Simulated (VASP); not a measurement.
Runs of VASP 6.6.1 on SnO2. The structure is that of space group P4_2/mnm (No. 136), or close to it. The cells are those of the table. 

| task | level | potentials or basis | cell | cutoff (eV) | gap on the mesh (eV) | pressure (GPa) | largest force (eV/Å) |
| --- | --- | --- | --- | --- | --- | --- | --- |
| electric field gradients | r2SCAN | VASP PAW PBE potentials, release 64 (Sn_d, O) | a = 4.738, b = 4.738, c = 3.187 Å, 6 atoms | 520 | (a) | 4.1 | 0.01 |
| single point | PBE | VASP PAW PBE potentials, release 64 (Sn_d, O) | a = 4.706, b = 4.706, c = 3.165 Å, 6 atoms | 600 | 1.47 | 16.1 | 0.03 |
| relaxation of the atoms | PBE | VASP PAW PBE potentials, release 64 (Sn_d, O) | atoms relaxed from a = 4.831, b = 4.831, c = 3.249 Å, 6 atoms | 520 | 0.61 | -0.4 | 0.01 |
| relaxation of the atoms | PBE | VASP PAW PBE potentials, release 64 (Sn_d, O) | atoms relaxed from a = 4.800, b = 4.800, c = 3.228 Å, 6 atoms | 520 | (c) | 3.1 | - |
| electric field gradients | LDA | VASP PAW LDA potentials, release 64 (Sn_d, O) | a = 4.738, b = 4.738, c = 3.187 Å, 6 atoms | 520 | (b) | -0.1 | 0.08 |

Alike in all rows: no spin polarisation; k mesh 7 × 7 × 9; smearing fermi-dirac 0.02 eV.

Task: Estimate the missing entries.

Result: (a) 1.95; (b) 1.13; (c) 0.81.

Caveats: spin-orbit coupling is left out, which moves the levels of the heavy elements; the cell stands under pressure (at least some runs); the PAW data sets were made with another functional, which shifts forces and pressure a little (at least some runs); an odd mesh through Γ misses points on the zone boundary, where band edges can lie (at least some runs).

A k mesh can miss the band edges, and the runs leave out spin-orbit coupling on Sn.
